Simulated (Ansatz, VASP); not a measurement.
**Sc: VASP beside Ansatz**

File INCAR:

```
SYSTEM = Sc
  PREC = Accurate
  ENCUT = 520
  EDIFF = 1E-6
  ISMEAR = 0
  SIGMA = 0.15
  LREAL = .False.
  LASPH = .True.
  NELM = 60
  ALGO = Fast
  ISIF = 2
  LWAVE = .False.
  LCHARG = .False.
  GGA = PE
  NBANDS = 18
```

KPOINTS

```
Automatic mesh
0
Gamma
  18 18 10
  0 0 0
```

The input POSCAR:

```
Sc
1.0
    3.4080618342      0.0000000000      0.0000000000
   -1.7040309171      2.9514681261      0.0000000000
    0.0000000000      0.0000000000      5.1099600000
Sc
2
Direct
    0.3333333333      0.6666666667      0.2500000000
    0.6666666667      0.3333333333      0.7500000000
```

Input for Ansatz:

```yaml
crystal:
  lattice:
    - [3.4080618342, 0.0, 0.0]
    - [-1.7040309171, 2.9514681261, 0.0]
    - [0.0, 0.0, 5.10996]
  atoms:
    - { symbol: Sc, position: [0.3333333333, 0.6666666667, 0.25] }
    - { symbol: Sc, position: [0.6666666667, 0.3333333333, 0.75] }
basis:
  ecutwfc: 420
kpoints:
  mp_grid: { grid: [18, 18, 10] }
hamiltonian:
  xc: pbe
scf:
  occupations: { method: gaussian, width: 0.15 }
output:
  forces: true
  stress: true
  eigenvalues: true
```

Change from the starting cell: strain +0.030 along x and y, -0.030 along z, atoms carried along.

Alike in both runs: task single point; functional PBE; k mesh 18 × 18 × 10; occupations gaussian, width 0.15 eV; no spin polarisation.

|  | VASP | Ansatz |
| --- | --- | --- |
| version | VASP 6.6.1 | Ansatz 0.2.0 |
| potentials or method | VASP PAW PBE potentials, release 64 (Sc_sv), cutoff 520 eV | scalar-relativistic, plane waves, PAW |
| valence electrons in the cell | 22 | 22 |

```csv
,VASP,Ansatz,Ansatz less VASP
gap on the k mesh at the Fermi level (eV),none,none,-
pressure (GPa),-2.1,-2.1,-0.04
"traceless stress, the component that is largest in VASP (GPa)",1.84,1.84,-0.001
```

A gap of «none» marks a metal or a gap that the smearing closes.
